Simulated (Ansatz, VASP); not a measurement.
**Ti2BiO3: VASP beside Ansatz**

```xyz
6
Lattice="3.1144 0.0000 0.0000 -1.5572 2.6972 0.0000 0.0000 0.0000 12.1412" Properties=species:S:1:pos:R:3 pbc="T T T"
Ti    1.5572    0.8991    1.2613
Ti    0.0000    1.7981   10.8799
Bi    0.0000    0.0000    6.0706
O     0.0000    0.0000    0.0000
O     1.5572    0.8991   10.0385
O     0.0000    1.7981    2.1028
```

Alike in both runs: task single point; functional r2SCAN; k mesh 12 × 12 × 4; occupations gaussian, width 0.1 eV; no spin polarisation.

```csv
,VASP,Ansatz
version,VASP 6.6.1,Ansatz 0.2.0
potentials or method,"VASP PAW PBE potentials, release 64 (Ti_sv, Bi_d, O), cutoff 660 eV","scalar-relativistic, plane waves, PAW"
valence electrons in the cell,57,57
```

Ansatz gave:

* gap on the k mesh at the Fermi level (eV): none
* pressure (GPa): -2.7
* traceless stress, the component that is largest in VASP (GPa): 0.64
* rms of the force components (eV/Å): 0.113

Problem. What did VASP give for the same quantities?

Solution. gap on the k mesh at the Fermi level (eV): none; pressure (GPa): -2.2; traceless stress, the component that is largest in VASP (GPa): 0.35; rms of the force components (eV/Å): 0.083.

VASP's potentials were made for PBE, not for r2SCAN. Atom by atom the forces differ by 0.031 eV/Å (rms over components). A gap of «none» marks a metal or a gap that the smearing closes. With one functional, cell and mesh, what is left measures potentials, basis and numerics.

Neither program's run includes spin-orbit coupling.
